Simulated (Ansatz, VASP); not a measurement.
## Two plane-wave programs on SiC

```
Si C
1.0
     3.07804   -5.33132    0.00000
    -6.15607    0.00000    0.00000
     0.00000    0.00000  -10.07570
Si C
16 16
Cartesian
  0.0000 -1.7771 -0.6264
  1.5390 -4.4428 -0.6264
  -3.0780 -1.7771 -0.6264
  -1.5390 -4.4428 -0.6264
  -1.5390 -0.8886 -5.6643
  0.0000 -3.5542 -5.6643
  -4.6171 -0.8886 -5.6643
  -3.0780 -3.5542 -5.6643
  -1.5390 -2.6657 -3.1446
  0.0000 -5.3313 -3.1446
  -4.6171 -2.6657 -3.1446
  -3.0780 -5.3313 -3.1446
  0.0000 0.0000 -8.1825
  1.5390 -2.6657 -8.1825
  -3.0780 0.0000 -8.1825
  -1.5390 -2.6657 -8.1825
  0.0000 -1.7771 -2.5208
  1.5390 -4.4428 -2.5208
  -3.0780 -1.7771 -2.5208
  -1.5390 -4.4428 -2.5208
  -1.5390 -0.8886 -7.5586
  0.0000 -3.5542 -7.5586
  -4.6171 -0.8886 -7.5586
  -3.0780 -3.5542 -7.5586
  -3.0780 0.0000 -5.0333
  -1.5390 -2.6657 -5.0333
  -6.1561 0.0000 -5.0333
  -4.6171 -2.6657 -5.0333
  0.0000 0.0000 -10.0711
  1.5390 -2.6657 -10.0711
  -3.0780 0.0000 -10.0711
  -1.5390 -2.6657 -10.0711
```

Alike in both runs: task single point; functional PBEsol; k mesh 2 × 2 × 2; occupations gaussian, width 0.01 eV; no spin polarisation.

|  | VASP | Ansatz |
| --- | --- | --- |
| version | VASP 6.6.1 | Ansatz 0.2.0 |
| potentials or method | VASP PAW PBE potentials, release 64 (Si, C), cutoff 520 eV | scalar-relativistic, plane waves, PAW |
| valence electrons in the cell | 128 | 128 |

|  | VASP | Ansatz | Ansatz less VASP |
| --- | --- | --- | --- |
| gap on the k mesh at the Fermi level (eV) | 2.08 | 2.09 | +0.008 |
| least direct gap on the mesh (eV) | 2.08 | 2.09 | +0.008 |
| pressure (GPa) | 0.6 | 0.2 | -0.40 |
| traceless stress, the component that is largest in VASP (GPa) | -0.97 | -0.90 | +0.072 |
| rms of the force components (eV/Å) | 0.025 | 0.025 | +0.0003 |

VASP's potentials were made for PBE, not for PBEsol. Atom by atom the forces differ by 0.002 eV/Å (rms over components).

The k mesh is coarse, so the values compare programs but aren't converged.
